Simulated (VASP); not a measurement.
# InSb (F-43m) in VASP: settings compared, part 2 of 2

VASP 6.6.1. The steps go on from the part before.

## (4) Electric field gradients, PBEsol

This run uses another cell than the first one, of 33.98 Å³/atom.

File INCAR:

```
PREC = Accurate ; ENCUT = 520
EDIFF = 1E-8 ; ISMEAR = -1
SIGMA = 0.03 ; LREAL = F
LASPH = T ; NELM = 80
ALGO = Normal ; ISIF = 2
LWAVE = F ; LCHARG = F
GGA = PS ; LEFG = T
NBANDS = 16
```

File KPOINTS:

```
regular mesh
0
Gamma
  10 10 10
```

File POSCAR:

```
InSb
1.0
    0.0000000000      3.2391000000      3.2391000000
    3.2391000000      0.0000000000      3.2391000000
    3.2391000000      3.2391000000      0.0000000000
In Sb
1 1
Direct
    0.0000000000      0.0000000000      0.0000000000
    0.7500000000      0.7500000000      0.7500000000
```

Potentials or basis: VASP PAW PBE potentials, release 64 (In_d, Sb).

Command:

```sh
> cat potpaw_PBE.64/In_d/POTCAR potpaw_PBE.64/Sb/POTCAR > POTCAR
> mpirun -np 1 vasp_std > vasp.out
```

OUTCAR:

```text
PREC = Accurate
   ENCUT = 520
   EDIFF = 1E-8
   ISMEAR = -1
   LREAL = F
   LASPH = T
   NELM = 80
   ISIF = 2
   GGA = PS

 ion  position               nearest neighbor table
   1  0.000  0.000  0.000-   2 2.81   2 2.81   2 2.81   2 2.81
   2  0.750  0.750  0.750-   1 2.81   1 2.81   1 2.81   1 2.81

  LATTYP: Found a face centered cubic cell.
 ALAT       =     6.4782000000

  Lattice vectors:

 A1 = (   0.0000000000,   3.2391000000,   3.2391000000)
 A2 = (   3.2391000000,   0.0000000000,   3.2391000000)
 A3 = (   3.2391000000,   3.2391000000,   0.0000000000)

Analysis of symmetry for initial positions (statically):
=====================================================================
 Subroutine PRICEL returns:
 Original cell was already a primitive cell.

 Routine SETGRP: Setting up the symmetry group for a
 face centered cubic supercell.

 Subroutine GETGRP returns: Found 24 space group operations
 (whereof 24 operations were pure point group operations)
 out of a pool of 48 trial point group operations.

The static configuration has the point symmetry T_d .

Analysis of symmetry for dynamics (positions and initial velocities):
=====================================================================
 Subroutine PRICEL returns:
 Original cell was already a primitive cell.

 Routine SETGRP: Setting up the symmetry group for a
 face centered cubic supercell.

 Subroutine GETGRP returns: Found 24 space group operations
 (whereof 24 operations were pure point group operations)
 out of a pool of 48 trial point group operations.
[... 157 lines left out ...]
  band No.  band energies     occupation
      1      -9.5757      2.00000
      2      -9.5757      2.00000
      3      -9.5757      2.00000
      4      -9.4890      2.00000
      5      -9.4890      2.00000
      6      -5.7857      2.00000
[... 433 lines left out ...]
      3      -9.5411      2.00000
      4      -9.5030      2.00000
      5      -9.4821      2.00000
      6      -4.4108      2.00000
[... 8 lines left out ...]
     15      14.5867      0.00000
     16      14.9601      0.00000

 [... further k-points ...]

------------------------ aborting loop because EDIFF is reached ----------------------------------------

  FORCE on cell =-STRESS in cart. coord.  units (eV):
  Direction    XX          YY          ZZ          XY          YZ          ZX
  --------------------------------------------------------------------------------------
  -------------------------------------------------------------------------------------
  Total        0.3671255      0.3671255      0.3671255      0.0000000     -0.0000000      0.0000000
  in kB        8.6541026      8.6541026      8.6541026      0.0000000     -0.0000000      0.0000000
  external PRESSURE =       8.6541026 kB  Pullay stress =       0.0000000 kB

 VOLUME and BASIS-vectors are now :
 -----------------------------------------------------------------------------
  energy-cutoff  :      520.00
  volume of cell :       67.97
      direct lattice vectors                 reciprocal lattice vectors
     0.000000000  3.239100000  3.239100000    -0.154363867  0.154363867  0.154363867
     3.239100000  0.000000000  3.239100000     0.154363867 -0.154363867  0.154363867
     3.239100000  3.239100000  0.000000000     0.154363867  0.154363867 -0.154363867

 POSITION                                       TOTAL-FORCE (eV/Angst)
 -----------------------------------------------------------------------------------
      0.00000      0.00000      0.00000        -0.000000     -0.000000     -0.000000
      4.85865      4.85865      4.85865         0.000000      0.000000      0.000000
 -----------------------------------------------------------------------------------
    total drift:                                0.000000      0.000000      0.000000

  FREE ENERGIE OF THE ION-ELECTRON SYSTEM (eV)
  ---------------------------------------------------
  free  energy   TOTEN  =        -7.6959908987 eV

  energy  without entropy=       -7.6958455716  energy(sigma->0) =       -7.69591824

 Electric field gradients (V/A^2)
---------------------------------------------------------------------
 ion       V_xx      V_yy      V_zz      V_xy      V_xz      V_yz
---------------------------------------------------------------------
   1       0.000     0.000     0.000     0.001     0.001     0.001
   2       0.000     0.000     0.000    -0.000    -0.000    -0.000
---------------------------------------------------------------------

 Electric field gradients after diagonalization (V/A^2)
 (convention: |V_zz| > |V_xx| > |V_yy|)
----------------------------------------------------------------------
 ion       V_xx      V_yy      V_zz     asymmetry (V_yy - V_xx)/ V_zz
----------------------------------------------------------------------
   1      -0.001    -0.001     0.003       0.000
   2       0.000     0.000    -0.000       0.000
----------------------------------------------------------------------

           NMR quadrupolar parameters

 Cq : quadrupolar parameter    Cq=e*Q*V_zz/h
 eta: asymmetry parameters     (V_yy - V_xx)/ V_zz
 Q  : nuclear electric quadrupole moment in mb (millibarn)
----------------------------------------------------------------------
 ion       Cq(MHz)       eta       Q (mb)
----------------------------------------------------------------------
   1       0.000       0.000       1.000
   2      -0.000       0.000       1.000
----------------------------------------------------------------------
```

OSZICAR:

```text
N       E                     dE             d eps       ncg     rms          rms(c)
DAV:   1     0.113086846263E+03    0.11309E+03   -0.78502E+03  1504   0.111E+03
DAV:   2    -0.348289393642E+00   -0.11344E+03   -0.10961E+03  1624   0.282E+02
DAV:   3    -0.763242392136E+01   -0.72841E+01   -0.72522E+01  1960   0.735E+01
DAV:   4    -0.783163230418E+01   -0.19921E+00   -0.19918E+00  1848   0.137E+01
DAV:   5    -0.784175334227E+01   -0.10121E-01   -0.10121E-01  2344   0.258E+00    0.406E+00
DAV:   6    -0.771988751653E+01    0.12187E+00   -0.17588E-01  2144   0.694E+00    0.231E+00
DAV:   7    -0.769637553399E+01    0.23512E-01   -0.67995E-02  2112   0.269E+00    0.611E-01
DAV:   8    -0.769557988260E+01    0.79565E-03   -0.76794E-03  1960   0.101E+00    0.268E-01
DAV:   9    -0.769600146058E+01   -0.42158E-03   -0.89227E-04  1808   0.253E-01    0.877E-02
DAV:  10    -0.769597131660E+01    0.30144E-04   -0.50824E-05  1992   0.488E-02    0.374E-02
DAV:  11    -0.769599040210E+01   -0.19086E-04   -0.35064E-05  1760   0.490E-02    0.243E-02
DAV:  12    -0.769599110123E+01   -0.69913E-06   -0.13976E-06  1824   0.816E-03    0.631E-03
DAV:  13    -0.769599100214E+01    0.99097E-07   -0.57591E-07  1848   0.591E-03    0.367E-03
DAV:  14    -0.769599090208E+01    0.10006E-06   -0.56601E-08  2056   0.151E-03    0.990E-04
DAV:  15    -0.769599089873E+01    0.33538E-08   -0.78758E-09  1496   0.521E-04
   1 F= -.76959909E+01 E0= -.76959182E+01  d E =-.145327E-03
```

stdout:

```text
POSCAR found type information on POSCAR InSb
 POSCAR found :  2 types and       2 ions
 scaLAPACK will be used
 -----------------------------------------------------------------------------
|                                                                             |
|                                                                             |
|     You enforced a specific xc type in the INCAR file but a different       |
|     I HOPE YOU KNOW WHAT YOU ARE DOING!                                     |
|                                                                             |
 -----------------------------------------------------------------------------

 LDA part: xc-table for (Slater+PW92), standard interpolation
 POSCAR, INCAR and KPOINTS ok, starting setup
 FFT: planning ... GRIDC
 FFT: planning ... GRID_SOFT
 FFT: planning ... GRID
 WAVECAR not read
 entering main loop
ion   1

ion   2
```

Run time: 21 s. Hardware: 1 thread of Intel Xeon 6975P-C (Granite Rapids), shared host; peak memory 0.23 GiB.

What came out:

```yaml
Free_energy: -7.6960 eV
Pressure: 0.9 GPa
Band_gap_on_the_k_mesh: zero (filled and empty bands touch)
Largest_electric_field_gradient_by_atom: zero within the noise of the run
```

Caveat: semilocal functionals underestimate gaps, so a narrow gap can read as zero; the PAW data sets were made with another functional, which shifts forces and pressure a little; spin-orbit coupling is left out, which moves the levels of the heavy elements.

## (5) Electric field gradients, r2SCAN

This run uses another cell than the first one, of 33.98 Å³/atom.

POSCAR is that of step 4.

File INCAR.step1:

```
ALGO = Normal
EDIFF = 1E-4
ENCUT = 520
GGA = PE
ISMEAR = -1
LASPH = True
LCHARG = False
LREAL = False
LWAVE = True
NBANDS = 16
NELM = 60
PREC = Accurate
SIGMA = 0.03
```

File INCAR.step2:

```
ALGO = Normal
EDIFF = 1E-8
ENCUT = 520
ISIF = 2
ISMEAR = -1
ISTART = 1
LASPH = True
LCHARG = False
LEFG = True
LMIXTAU = True
LREAL = False
LWAVE = False
METAGGA = R2SCAN
NBANDS = 16
NELM = 60
PREC = Accurate
SIGMA = 0.03
```

File KPOINTS:

```
k-points
0
Gamma
  10 10 10
```

Potentials or basis: VASP PAW PBE potentials, release 64 (In_d, Sb).

Command:

```sh
> cat potpaw_PBE.64/In_d/POTCAR potpaw_PBE.64/Sb/POTCAR > POTCAR
> cp INCAR.step1 INCAR
> mpirun -np 1 vasp_std > vasp.out
> cp INCAR.step2 INCAR
> mpirun -np 1 vasp_std > vasp.out
```

OUTCAR:

```text
EDIFF = 1E-8
   ENCUT = 520
   ISIF = 2
   ISMEAR = -1
   ISTART = 1
   LASPH = True
   LREAL = False
   METAGGA = R2SCAN
   NELM = 60
   PREC = Accurate

 ion  position               nearest neighbor table
   1  0.000  0.000  0.000-   2 2.81   2 2.81   2 2.81   2 2.81
   2  0.750  0.750  0.750-   1 2.81   1 2.81   1 2.81   1 2.81

  LATTYP: Found a face centered cubic cell.
 ALAT       =     6.4782000000

  Lattice vectors:

 A1 = (   0.0000000000,   3.2391000000,   3.2391000000)
 A2 = (   3.2391000000,   0.0000000000,   3.2391000000)
 A3 = (   3.2391000000,   3.2391000000,   0.0000000000)

Analysis of symmetry for initial positions (statically):
=====================================================================
 Subroutine PRICEL returns:
 Original cell was already a primitive cell.

 Routine SETGRP: Setting up the symmetry group for a
 face centered cubic supercell.

[... 644 lines left out ...]
  volume of cell :       67.97
      direct lattice vectors                 reciprocal lattice vectors
     0.000000000  3.239100000  3.239100000    -0.154363867  0.154363867  0.154363867
     3.239100000  0.000000000  3.239100000     0.154363867 -0.154363867  0.154363867
     3.239100000  3.239100000  0.000000000     0.154363867  0.154363867 -0.154363867

 POSITION                                       TOTAL-FORCE (eV/Angst)
 -----------------------------------------------------------------------------------
      0.00000      0.00000      0.00000         0.000000      0.000000      0.000000
      4.85865      4.85865      4.85865        -0.000000     -0.000000     -0.000000
 -----------------------------------------------------------------------------------
    total drift:                                0.000002      0.000002      0.000002

  FREE ENERGIE OF THE ION-ELECTRON SYSTEM (eV)
  ---------------------------------------------------
  free  energy   TOTEN  =       -48.7545790942 eV

  energy  without entropy=      -48.7545596719  energy(sigma->0) =      -48.75456938

 Electric field gradients (V/A^2)
---------------------------------------------------------------------
 ion       V_xx      V_yy      V_zz      V_xy      V_xz      V_yz
---------------------------------------------------------------------
   1       0.000    -0.000     0.000     0.001     0.001     0.001
   2      -0.000    -0.000    -0.000    -0.000    -0.000    -0.000
---------------------------------------------------------------------

 Electric field gradients after diagonalization (V/A^2)
 (convention: |V_zz| > |V_xx| > |V_yy|)
----------------------------------------------------------------------
 ion       V_xx      V_yy      V_zz     asymmetry (V_yy - V_xx)/ V_zz
----------------------------------------------------------------------
   1      -0.001    -0.001     0.003       0.000
   2       0.000     0.000    -0.000       0.000
----------------------------------------------------------------------

           NMR quadrupolar parameters

 Cq : quadrupolar parameter    Cq=e*Q*V_zz/h
 eta: asymmetry parameters     (V_yy - V_xx)/ V_zz
 Q  : nuclear electric quadrupole moment in mb (millibarn)
----------------------------------------------------------------------
 ion       Cq(MHz)       eta       Q (mb)
----------------------------------------------------------------------
   1       0.000       0.000       1.000
   2      -0.000       0.000       1.000
----------------------------------------------------------------------
```

OSZICAR.step1:

```text
N       E                     dE             d eps       ncg     rms          rms(c)
DAV:   1     0.114033849863E+03    0.11403E+03   -0.78679E+03  1504   0.111E+03
DAV:   2     0.541708592367E+00   -0.11349E+03   -0.10970E+03  1624   0.283E+02
DAV:   3    -0.680397124299E+01   -0.73457E+01   -0.73153E+01  1960   0.739E+01
DAV:   4    -0.700557119383E+01   -0.20160E+00   -0.20157E+00  1832   0.138E+01
DAV:   5    -0.701623750489E+01   -0.10666E-01   -0.10666E-01  2352   0.267E+00    0.418E+00
DAV:   6    -0.691807507383E+01    0.98162E-01   -0.15319E-01  2160   0.601E+00    0.243E+00
DAV:   7    -0.690412782860E+01    0.13947E-01   -0.68970E-02  2080   0.245E+00    0.624E-01
DAV:   8    -0.690511403134E+01   -0.98620E-03   -0.76447E-03  1928   0.101E+00    0.265E-01
DAV:   9    -0.690577771748E+01   -0.66369E-03   -0.98386E-04  1832   0.255E-01    0.768E-02
DAV:  10    -0.690581161301E+01   -0.33896E-04   -0.37267E-05  1568   0.478E-02
   1 F= -.69058116E+01 E0= -.69057383E+01  d E =-.146658E-03
```

Wall time 1.8 min (1 thread of Intel Xeon 6975P-C (Granite Rapids), shared host); peak memory 0.25 GiB.

Results:

- Free energy: -48.7546 eV
- Pressure: 1.7 GPa
- Band gap on the k mesh: 0.24 eV
- Largest electric field gradient by atom: zero within the noise of the run

Caveat: the PAW data sets were made with another functional, which shifts forces and pressure a little; spin-orbit coupling is left out, which moves the levels of the heavy elements.

## (6) Overview

| level | cell | gap on the mesh (eV) | pressure (GPa) |
| --- | --- | --- | --- |
| PBE | a = 4.611 Å, angles 60.0°, 2 atoms | none | 2.2 |
| PBE | a = 4.671 Å, angles 60.0°, 2 atoms | none | 0.5 |
| PBEsol | a = 4.581 Å, angles 60.0°, 2 atoms | none | 0.9 |
| r2SCAN | a = 4.581 Å, angles 60.0°, 2 atoms | 0.24 | 1.7 |

Alike in all rows: task electric field gradients; potentials or basis VASP PAW PBE potentials, release 64 (In_d, Sb); no spin polarisation; k mesh 10 × 10 × 10; cutoff (eV) 520; smearing fermi-dirac 0.03 eV.

Caveats: spin-orbit coupling is left out, which moves the levels of the heavy elements; semilocal functionals underestimate gaps, so a narrow gap can read as zero (at least some runs); the PAW data sets were made with another functional, which shifts forces and pressure a little (at least some runs).

Absolute energies hang on the potentials; compare differences alone.

## (7) Comparison with measurements

Step 4. A measured gap of InSb is 0.24 eV (quoted in “Electronic Structure and Epitaxy of CdTe Shells on InSb Nanowires”, 2021, arxiv:2111.05126); the calculated 0.00 eV misses it by -0.24 eV. Spin-orbit coupling on In, Sb is left out. The value is that of PBEsol on a finite k mesh, which can miss the band edges, without temperature or zero-point motion. Semilocal functionals fall short of measured gaps as a rule.
